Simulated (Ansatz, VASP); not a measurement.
AgCl: VASP beside Ansatz

```xyz
2
Lattice="0.0000 2.7732 2.7732 2.7732 0.0000 2.7732 2.7732 2.7732 0.0000" Properties=species:S:1:pos:R:3 pbc="T T T"
Ag    0.0000    0.0000    0.0000
Cl    2.7732    2.7732    2.7732
```

Alike in both runs: task single point; functional PBEsol; k mesh 6 × 6 × 6; occupations methfessel-paxton of order 1, width 0.5 eV; no spin polarisation.

|  | VASP | Ansatz |
| --- | --- | --- |
| version | VASP 6.6.1 | Ansatz 0.2.0 |
| potentials or method | VASP PAW PBE potentials, release 64 (Ag, Cl) | plane waves |
| plane-wave cutoff (eV) | 500 | 420 |
| valence electrons in the cell | 18 | 26 |

Ansatz gave:

* pressure (GPa): -2.7

Q: Estimate VASP's values.

A: Pressure (GPa): -2.8.

VASP's potentials were made for PBE, not for PBEsol. VASP's potentials hold 18 valence electrons a cell and Ansatz's 26, so a difference there can come from the potentials and not from the codes.
